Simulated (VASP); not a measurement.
# CdS (CsCl type) (Pm-3m) in VASP: further runs

The runs below take CdS (CsCl type) through single point, with PBE, PBEsol.

All numbers are computed with VASP 6.6.1; they aren't measurements. Logs are shortened: lines on timing, memory, paths and dates and some standing lists are left out, and cuts for length are marked.

## Step 1: The cell of the first run

The structure is cubic, space group Pm-3m (No. 221). The conventional cell has a = 3.166 Å, b = 3.166 Å, c = 3.166 Å, α = 90.00°, β = 90.00°, γ = 90.00°. Cd (site symmetry m-3m) has 8 S at 2.74 Å and 6 Cd at 3.17 Å within 3.6 Å. S (site symmetry m-3m) has 8 Cd at 2.74 Å and 6 S at 3.17 Å within 3.6 Å.

## Step 2: Single point, PBE

Input file INCAR:

```
SYSTEM = CdS
PREC = Accurate
ENCUT = 500
EDIFF = 1E-6
ISMEAR = -1
SIGMA = 0.05
LREAL = .FALSE.
LASPH = .TRUE.
NELM = 120
ALGO = Normal
ISIF = 2
LWAVE = .FALSE.
LCHARG = .TRUE.
GGA = PE
LELF = .TRUE.
LVHAR = .TRUE.
NBANDS = 16
GGA_COMPAT = .FALSE.
```

Input file KPOINTS:

```
regular mesh
0
G
  14 14 14
  0 0 0
```

Input file POSCAR:

```
CdS
1.0
    3.1657470124      0.0000000000      0.0000000000
    0.0000000000      3.1657470124      0.0000000000
    0.0000000000      0.0000000000      3.1657470124
Cd S
1 1
Direct
    0.0000000000      0.0000000000      0.0000000000
    0.5000000000      0.5000000000      0.5000000000
```

Potentials or basis: VASP PAW PBE potentials, release 64 (Cd, S).

Started as:

```sh
> cat potpaw_PBE.64/Cd/POTCAR potpaw_PBE.64/S/POTCAR > POTCAR
> mpirun -np 1 vasp_std > vasp.out
```

OUTCAR:

```text
SYSTEM = CdS
   PREC = Accurate
   ENCUT = 500
   EDIFF = 1E-6
   ISMEAR = -1
   LREAL = .FALSE.
   LASPH = .TRUE.
   NELM = 120
   ISIF = 2
   GGA = PE

 ion  position               nearest neighbor table
   1  0.000  0.000  0.000-   2 2.74   2 2.74   2 2.74   2 2.74   2 2.74   2 2.74   2 2.74   2 2.74

   2  0.500  0.500  0.500-   1 2.74   1 2.74   1 2.74   1 2.74   1 2.74   1 2.74   1 2.74   1 2.74

  LATTYP: Found a simple cubic cell.
 ALAT       =     3.1657470124

  Lattice vectors:

 A1 = (   3.1657470124,   0.0000000000,   0.0000000000)
 A2 = (   0.0000000000,   3.1657470124,   0.0000000000)
 A3 = (   0.0000000000,   0.0000000000,   3.1657470124)

Analysis of symmetry for initial positions (statically):
=====================================================================
 Subroutine PRICEL returns:
 Original cell was already a primitive cell.

 Routine SETGRP: Setting up the symmetry group for a
 simple cubic supercell.

 Subroutine GETGRP returns: Found 48 space group operations
 (whereof 48 operations were pure point group operations)
 out of a pool of 48 trial point group operations.

The static configuration has the point symmetry O_h .

Analysis of symmetry for dynamics (positions and initial velocities):
=====================================================================
 Subroutine PRICEL returns:
 Original cell was already a primitive cell.

 Routine SETGRP: Setting up the symmetry group for a
 simple cubic supercell.

 Subroutine GETGRP returns: Found 48 space group operations
 (whereof 48 operations were pure point group operations)
 out of a pool of 48 trial point group operations.

The dynamic configuration has the point symmetry O_h .

 Subroutine INISYM returns: Found 48 space group operations
 (whereof 48 operations are pure point group operations),
 and found     1 'primitive' translations

----------------------------------------------------------------------------------------

                                     Primitive cell

  volume of cell :      31.7270

  direct lattice vectors                    reciprocal lattice vectors
     3.165747012  0.000000000  0.000000000     0.315881211  0.000000000  0.000000000
     0.000000000  3.165747012  0.000000000     0.000000000  0.315881211  0.000000000
     0.000000000  0.000000000  3.165747012     0.000000000  0.000000000  0.315881211

  length of vectors
     3.165747012  3.165747012  3.165747012     0.315881211  0.315881211  0.315881211

  position of ions in fractional coordinates (direct lattice)
     0.000000000  0.000000000  0.000000000
     0.500000000  0.500000000  0.500000000

  ion indices of the primitive-cell ions
   primitive index   ion index
                 1           1
                 2           2

----------------------------------------------------------------------------------------

 KPOINTS: regular mesh

Automatic generation of k-mesh.
 Grid dimensions read from file:
 generate k-points for:   14   14   14

 Generating k-lattice:

  Cartesian coordinates                     Fractional coordinates (reciprocal lattice)
     0.022562944  0.000000000  0.000000000     0.071428571  0.000000000  0.000000000
     0.000000000  0.022562944  0.000000000     0.000000000  0.071428571  0.000000000
     0.000000000  0.000000000  0.022562944     0.000000000  0.000000000  0.071428571

  Length of vectors
     0.022562944  0.022562944  0.022562944

  Shift w.r.t. Gamma in fractional coordinates (k-lattice)
     0.000000000  0.000000000  0.000000000

 Subroutine IBZKPT returns following result:
 ===========================================

 Found    120 irreducible k-points:

 Following reciprocal coordinates:
            Coordinates               Weight
  0.000000  0.000000  0.000000      1.000000
  0.071429  0.000000  0.000000      6.000000
  0.142857  0.000000  0.000000      6.000000
  0.214286  0.000000  0.000000      6.000000
  0.285714  0.000000  0.000000      6.000000
  0.357143  0.000000  0.000000      6.000000
[... 16 lines left out ...]
  0.285714  0.214286  0.000000     24.000000
  0.357143  0.214286  0.000000     24.000000
 [... further k-points ...]
   k-points           NKPTS =    120   k-points in BZ     NKDIM =    120   number of bands    NBANDS=     16
   number of dos      NEDOS =    301   number of ions     NIONS =      2
   total plane-waves  NPLWV =  13824
   dimension x,y,z NGX =    24 NGY =   24 NGZ =   24
   dimension x,y,z NGXF=    48 NGYF=   48 NGZF=   48
   ions per type =               1   1
   NGX,Y,Z   is equivalent  to a cutoff of  12.60, 12.60, 12.60 a.u.
   NGXF,Y,Z  is equivalent  to a cutoff of  25.21, 25.21, 25.21 a.u.
 SYSTEM =  CdS
   PREC   = accura    normal or accurate (medium, high low for compatibility)
   ISTART =      0    job   : 0-new  1-cont  2-samecut
   ICHARG =      2    charge: 1-file 2-atom 10-const
   ISPIN  =      1    spin polarized calculation?
   LNONCOLLINEAR =      F non collinear calculations
   LSORBIT =      F    spin-orbit coupling
   LASPH  =      T    aspherical Exc in radial PAW
   ENCUT  =  500.0 eV  36.75 Ry    6.06 a.u.   5.77  5.77  5.77*2*pi/ulx,y,z
   NELM   =    120;   NELMIN=  2; NELMDL= -5     # of ELM steps
   EDIFF  = 0.1E-05   stopping-criterion for ELM
   LREAL  =      F    real-space projection
   EDIFFG = 0.1E-04   stopping-criterion for IOM
   NSW    =      0    number of steps for IOM
   IBRION =     -1    ionic relax: 0-MD 1-quasi-New 2-CG
   NFREE  =      0    steps in history (QN), initial steepest desc. (CG)
   ISIF   =      2    stress and relaxation
   ISYM   =      2    0-nonsym 1-usesym 2-fastsym
   POTIM  = 0.5000    time-step for ionic-motion
   TEBEG  =    0.0;   TEEND  =   0.0 temperature during run
   PSTRESS=    0.0 pullay stress
   NELECT =      18.0000    total number of electrons
   NUPDOWN=      -1.0000    fix difference up-down
   EMIN   =  10.00;   EMAX   =-10.00  energy-range for DOS
   EFERMI =   0.00;   METHOD = LEGACY
   ISMEAR =    -1;   SIGMA  =   0.05  broadening in eV -4-tet -1-fermi 0-gaus
   EFERMI_NEDOS =   21; number of points for ismear=-14 and -15
   IALGO  =     38    algorithm
   IMIX   =      4    mixing-type and parameters
     AMIX     =   0.40;   BMIX     =  1.00
     AMIX_MAG =   1.60;   BMIX_MAG =  1.00
  volume/ion in A,a.u.               =      15.86       107.05
  Fermi-wavevector in a.u.,A,eV,Ry     =   1.355261  2.561071 24.990244  1.836731
  Thomas-Fermi vector in A             =   2.482363
   LORBIT       =      0    0 simple, 1 ext, 2 COOP (PROOUT), +10 PAW based schemes
   GGA     = PE    functional components
   LHFCALC =     F    Hartree Fock is set to
   AEXX    =    0.0000 exact exchange contribution
   IVDW    =     0    specifies the selected vdW correction
   LEPSILON=     F    determine dielectric tensor
   LRPA    =     F    only Hartree local field effects (RPA)
 non-spin polarized calculation
  energy-cutoff  :      500.00
  volume of cell :       31.73
 maximum number of plane-waves:       840
 NGX is ok and might be reduce to    24

 number of electron      18.0000015 magnetization

 Free energy of the ion-electron system (eV)
  ---------------------------------------------------
  ext. energy  EPLUGINS =         0.00000000
  ---------------------------------------------------
  free energy    TOTEN  =        -4.31808878 eV

  energy without entropy =       -4.30894141  energy(sigma->0) =       -4.31351510

 E-fermi :   6.2341     XC(G=0): -11.8673

 val. band max:        6.2339073039   @ k =   0.5000   0.3571   0.0714
 cond. band min:       6.2467101004   @ k =   0.3571   0.3571   0.0000
 fundamental gap:      0.0128027965
 Fermi energy:         6.2340685876

 k-point     1 :       0.0000    0.0000    0.0000
  band No.  band energies     occupation
      1      -8.8748      2.00000
      2      -3.2092      2.00000
      3      -3.2092      2.00000
      4      -2.2298      2.00000
      5      -2.2298      2.00000
      6      -2.2298      2.00000
[... 8 lines left out ...]
     15      20.1642      0.00000
     16      21.5460      0.00000

 k-point     2 :       0.0714    0.0000    0.0000
  band No.  band energies     occupation
      1      -8.8170      2.00000
      2      -3.2027      2.00000
      3      -3.1870      2.00000
      4      -2.2572      2.00000
      5      -2.2572      2.00000
      6      -2.2273      2.00000
[... 8 lines left out ...]
     15      19.8270      0.00000
     16      21.5307      0.00000

 k-point     3 :       0.1429    0.0000    0.0000
  band No.  band energies     occupation
      1      -8.6473      2.00000
      2      -3.1842      2.00000
      3      -3.1306      2.00000
      4      -2.3322      2.00000
      5      -2.3322      2.00000
      6      -2.2204      2.00000
[... 8 lines left out ...]
     15      19.0998      0.00000
     16      21.4879      0.00000

 k-point     4 :       0.2143    0.0000    0.0000
  band No.  band energies     occupation
      1      -8.3783      2.00000
      2      -3.1574      2.00000
      3      -3.0718      2.00000
      4      -2.4360      2.00000
      5      -2.4360      2.00000
      6      -2.2105      2.00000
[... 8 lines left out ...]
     15      18.6608      0.00000
     16      21.4257      0.00000
[... 324 lines left out ...]
 k-point    22 :       0.2143    0.2143    0.0000
  band No.  band energies     occupation
      1      -7.9529      2.00000
      2      -3.1037      2.00000
      3      -2.8688      2.00000
      4      -2.5664      2.00000
      5      -2.4352      2.00000
      6      -2.3455      2.00000
[... 8 lines left out ...]
     15      19.2408      0.00000
     16      19.3976      0.00000

 k-point    23 :       0.2857    0.2143    0.0000
  band No.  band energies     occupation
      1      -7.6709      2.00000
      2      -3.1005      2.00000
      3      -2.7833      2.00000
      4      -2.5736      2.00000
      5      -2.5019      2.00000
      6      -2.3504      2.00000
[... 8 lines left out ...]
     15      19.2270      0.00000
     16      19.5247      0.00000

 k-point    24 :       0.3571    0.2143    0.0000
  band No.  band energies     occupation
      1      -7.3826      2.00000
      2      -3.1027      2.00000
      3      -2.7639      2.00000
      4      -2.5778      2.00000
      5      -2.5215      2.00000
      6      -2.3361      2.00000
[... 8 lines left out ...]
     15      19.3174      0.00000
     16      20.6303      0.00000

 [... further k-points ...]

------------------------ aborting loop because EDIFF is reached ----------------------------------------

  FORCE on cell =-STRESS in cart. coord.  units (eV):
  Direction    XX          YY          ZZ          XY          YZ          ZX
  --------------------------------------------------------------------------------------
  -------------------------------------------------------------------------------------
  Total        5.3663843      5.3663843      5.3663843      0.0000000      0.0000000      0.0000000
  in kB      270.9965358    270.9965358    270.9965358      0.0000000      0.0000000      0.0000000
  external PRESSURE =     270.9965358 kB  Pullay stress =       0.0000000 kB

 VOLUME and BASIS-vectors are now :
 -----------------------------------------------------------------------------
  energy-cutoff  :      500.00
  volume of cell :       31.73
      direct lattice vectors                 reciprocal lattice vectors
     3.165747012  0.000000000  0.000000000     0.315881211  0.000000000  0.000000000
     0.000000000  3.165747012  0.000000000     0.000000000  0.315881211  0.000000000
     0.000000000  0.000000000  3.165747012     0.000000000  0.000000000  0.315881211

 POSITION                                       TOTAL-FORCE (eV/Angst)
 -----------------------------------------------------------------------------------
      0.00000      0.00000      0.00000         0.000000      0.000000      0.000000
      1.58287      1.58287      1.58287         0.000000      0.000000      0.000000
 -----------------------------------------------------------------------------------
    total drift:                               -0.000000      0.000000     -0.000000

  FREE ENERGIE OF THE ION-ELECTRON SYSTEM (eV)
  ---------------------------------------------------
  free  energy   TOTEN  =        -4.3180887844 eV

  energy  without entropy=       -4.3089414121  energy(sigma->0) =       -4.31351510
```

It took 20 s on 1 thread of Intel Xeon Platinum 8559C (Emerald Rapids), shared host; peak memory 0.18 GiB.

Results:

| Property | Result |
| --- | --- |
| Free energy | -4.3181 eV |
| Pressure | 27.1 GPa |
| Band gap on the k mesh | zero (band 9 reaches 6.41 eV, above the bottom of band 10 at 5.55 eV) |

## Step 3: Single point, PBEsol

Input file INCAR:

```
PREC = Accurate
ENCUT = 500
EDIFF = 1E-6
ISMEAR = -1
SIGMA = 0.05
LREAL = F
LASPH = T
NELM = 120
ALGO = Normal
ISIF = 2
LWAVE = F
LCHARG = F
GGA = PS
NBANDS = 16
GGA_COMPAT = F
```

Input file KPOINTS:

```
regular mesh
0
Gamma
  14 14 14
```

POSCAR is that of step 2.

Potentials or basis: VASP PAW PBE potentials, release 64 (Cd, S).

Started as:

```sh
> cat potpaw_PBE.64/Cd/POTCAR potpaw_PBE.64/S/POTCAR > POTCAR
> mpirun -np 1 vasp_std > vasp.out
```

OUTCAR:

```text
PREC = Accurate
   ENCUT = 500
   EDIFF = 1E-6
   ISMEAR = -1
   LREAL = F
   LASPH = T
   NELM = 120
   ISIF = 2
   GGA = PS

 ion  position               nearest neighbor table
   1  0.000  0.000  0.000-   2 2.74   2 2.74   2 2.74   2 2.74   2 2.74   2 2.74   2 2.74   2 2.74

   2  0.500  0.500  0.500-   1 2.74   1 2.74   1 2.74   1 2.74   1 2.74   1 2.74   1 2.74   1 2.74

  LATTYP: Found a simple cubic cell.
 ALAT       =     3.1657470124

  Lattice vectors:

 A1 = (   3.1657470124,   0.0000000000,   0.0000000000)
 A2 = (   0.0000000000,   3.1657470124,   0.0000000000)
 A3 = (   0.0000000000,   0.0000000000,   3.1657470124)

Analysis of symmetry for initial positions (statically):
=====================================================================
 Subroutine PRICEL returns:
 Original cell was already a primitive cell.

 Routine SETGRP: Setting up the symmetry group for a
 simple cubic supercell.

 Subroutine GETGRP returns: Found 48 space group operations
 (whereof 48 operations were pure point group operations)
 out of a pool of 48 trial point group operations.

The static configuration has the point symmetry O_h .

Analysis of symmetry for dynamics (positions and initial velocities):
=====================================================================
 Subroutine PRICEL returns:
 Original cell was already a primitive cell.

 Routine SETGRP: Setting up the symmetry group for a
 simple cubic supercell.

 Subroutine GETGRP returns: Found 48 space group operations
 (whereof 48 operations were pure point group operations)
 out of a pool of 48 trial point group operations.

The dynamic configuration has the point symmetry O_h .

 Subroutine INISYM returns: Found 48 space group operations
 (whereof 48 operations are pure point group operations),
 and found     1 'primitive' translations

----------------------------------------------------------------------------------------

[... 105 lines left out ...]
   EMIN   =  10.00;   EMAX   =-10.00  energy-range for DOS
   EFERMI =   0.00;   METHOD = LEGACY
   ISMEAR =    -1;   SIGMA  =   0.05  broadening in eV -4-tet -1-fermi 0-gaus
   EFERMI_NEDOS =   21; number of points for ismear=-14 and -15
   IALGO  =     38    algorithm
   IMIX   =      4    mixing-type and parameters
     AMIX     =   0.40;   BMIX     =  1.00
     AMIX_MAG =   1.60;   BMIX_MAG =  1.00
  volume/ion in A,a.u.               =      15.86       107.05
  Fermi-wavevector in a.u.,A,eV,Ry     =   1.355261  2.561071 24.990244  1.836731
  Thomas-Fermi vector in A             =   2.482363
   LORBIT       =      0    0 simple, 1 ext, 2 COOP (PROOUT), +10 PAW based schemes
   GGA     = PS    functional components
   LHFCALC =     F    Hartree Fock is set to
   AEXX    =    0.0000 exact exchange contribution
   IVDW    =     0    specifies the selected vdW correction
   LEPSILON=     F    determine dielectric tensor
   LRPA    =     F    only Hartree local field effects (RPA)
 non-spin polarized calculation
  energy-cutoff  :      500.00
  volume of cell :       31.73
 maximum number of plane-waves:       840
 NGX is ok and might be reduce to    24

 number of electron      18.0000015 magnetization

 Free energy of the ion-electron system (eV)
  ---------------------------------------------------
  ext. energy  EPLUGINS =         0.00000000
  ---------------------------------------------------
  free energy    TOTEN  =        -5.32824661 eV

  energy without entropy =       -5.31898218  energy(sigma->0) =       -5.32361439

 E-fermi :   6.1027     XC(G=0): -12.0432

 val. band max:        6.0805291738   @ k =   0.3571   0.2857   0.0000
 cond. band min:       6.1070854647   @ k =   0.5000   0.4286   0.2857
 fundamental gap:      0.0265562909
 Fermi energy:         6.1027052311

 k-point     1 :       0.0000    0.0000    0.0000
  band No.  band energies     occupation
      1      -9.0165      2.00000
      2      -3.2835      2.00000
      3      -3.2835      2.00000
      4      -2.2859      2.00000
      5      -2.2859      2.00000
      6      -2.2859      2.00000
[... 433 lines left out ...]
      3      -2.8402      2.00000
      4      -2.6423      2.00000
      5      -2.5909      2.00000
      6      -2.3949      2.00000
[... 8 lines left out ...]
     15      19.1989      0.00000
     16      20.4596      0.00000

 [... further k-points ...]
[... 5 lines left out ...]
  --------------------------------------------------------------------------------------
  -------------------------------------------------------------------------------------
  Total        4.1467197      4.1467197      4.1467197      0.0000000     -0.0000000     -0.0000000
  in kB      209.4048054    209.4048054    209.4048054      0.0000000     -0.0000000     -0.0000000
  external PRESSURE =     209.4048054 kB  Pullay stress =       0.0000000 kB

 VOLUME and BASIS-vectors are now :
 -----------------------------------------------------------------------------
  energy-cutoff  :      500.00
  volume of cell :       31.73
      direct lattice vectors                 reciprocal lattice vectors
     3.165747012  0.000000000  0.000000000     0.315881211  0.000000000  0.000000000
     0.000000000  3.165747012  0.000000000     0.000000000  0.315881211  0.000000000
     0.000000000  0.000000000  3.165747012     0.000000000  0.000000000  0.315881211

 POSITION                                       TOTAL-FORCE (eV/Angst)
 -----------------------------------------------------------------------------------
      0.00000      0.00000      0.00000         0.000000      0.000000      0.000000
      1.58287      1.58287      1.58287         0.000000      0.000000      0.000000
 -----------------------------------------------------------------------------------
    total drift:                                0.000000      0.000000     -0.000000

  FREE ENERGIE OF THE ION-ELECTRON SYSTEM (eV)
  ---------------------------------------------------
  free  energy   TOTEN  =        -5.3282466117 eV

  energy  without entropy=       -5.3189821767  energy(sigma->0) =       -5.32361439
```

Wall time 17 s (1 thread of Intel Xeon Platinum 8559C (Emerald Rapids), shared host); peak memory 0.17 GiB.

What came out:

| Property | Result |
| --- | --- |
| Free energy | -5.3282 eV |
| Pressure | 20.9 GPa |
| Band gap on the k mesh | zero (band 9 reaches 6.31 eV, above the bottom of band 10 at 5.34 eV) |

Caveat: the PAW data sets were made with another functional, which shifts forces and pressure a little.

(Continued in part 2 of 2.)
